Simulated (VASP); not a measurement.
## Be3WN4: relaxation of cell and atoms with PBE

The system is Be3WN4.

```
CELL_PARAMETERS angstrom
-2.08563 2.08563 4.15051
2.08563 -2.08563 4.15051
2.08563 2.08563 -4.15051
ATOMIC_POSITIONS crystal
Be 0.25000 0.75000 0.50000
Be 0.75000 0.25000 0.50000
Be 0.50000 0.50000 0.00000
W 0.00000 0.00000 0.00000
N 0.61124 0.61124 0.48163
N 0.87039 0.38876 0.00000
N 0.38876 0.87039 0.00000
N 0.12961 0.12961 0.51837
```

* Program: VASP 6.6.1
* Task: relaxation of cell and atoms
* Functional: PBE
* Potentials or basis: VASP PAW PBE potentials, release 64 (Be, W_sv, N)
* Cutoff: 600 eV
* k mesh: 8 × 8 × 8
* Occupations: gaussian, width 0.02 eV
* Spin: no spin polarisation
* Dipole correction: no
* Further INCAR settings: ALGO = Normal; EDIFF = 1e-06; IBRION = 2; EDIFFG = -0.01; NSW = 100; ISIF = 3

The relaxed volume is 9.07 Å³/atom and the relaxed cell is a = 5.099 Å, b = 5.099 Å, c = 5.099 Å, α = 131.64°, β = 131.64°, γ = 70.80°. The space group after relaxing (to 0.1 Å) is I-42m (No. 121), the energy gained by relaxing is 0.2 meV/atom and the ionic steps are 4. The pressure after relaxing is 0.0 GPa. The band gap on the k mesh is 3.16 eV (least direct gap 3.28 eV).

The path:
```
step  energy change (eV)  largest force (eV/Å)  pressure (GPa)  volume (Å³)
   1              0.0000                0.1344            1.29        72.22
   2              0.0041                0.2947           -2.09        72.98
   3             -0.0016                0.0245            0.09        72.48
   4             -0.0017                0.0013            0.02        72.54
```

Final structure:
```xyz
8
Lattice="-2.0888 2.0888 4.1564 2.0888 -2.0888 4.1564 2.0888 2.0888 -4.1564" Properties=species:S:1:pos:R:3 pbc="T T T"
Be    2.0888    0.0000    2.0782
Be    0.0000    2.0888    2.0782
Be    0.0000    0.0000    4.1564
W     2.0888   -2.0888    4.1564
N     1.0047    1.0047    3.0792
N     1.0841    3.0935    1.0771
N     1.0047   -1.0047    5.2335
N     1.0841    1.0841   -1.0771
```

Levels at points of the mesh, in eV from the valence-band top:
| k point | band 17 | band 18 | band 19 | band 20 | band 21 | band 22 | band 23 | band 24 |
| --- | --- | --- | --- | --- | --- | --- | --- | --- |
| (0.00, 0.00, 0.00) | -1.91 | -1.19 | -0.69 | -0.69 | 3.53 | 3.83 | 4.31 | 5.23 |
| (0.50, 0.00, 0.00) | -1.36 | -1.05 | -0.45 | -0.26 | 3.55 | 3.96 | 4.75 | 5.46 |
| (0.50, 0.50, 0.00) | -1.67 | -1.00 | -0.26 | -0.15 | 3.37 | 3.96 | 5.63 | 6.51 |
| (0.50, 0.50, 0.50) | -1.56 | -1.01 | -0.18 | -0.18 | 3.16 | 3.47 | 4.28 | 4.28 |

Wall time 11 min on 1 thread of Intel(R) Xeon(R) Platinum 8259CL CPU @ 2.50GHz (Skylake/Cascade Lake) (shared host), peak memory 0.34 GiB.

Caveat: spin-orbit coupling is left out, which moves the levels of the heavy elements. A k mesh can miss the band edges.
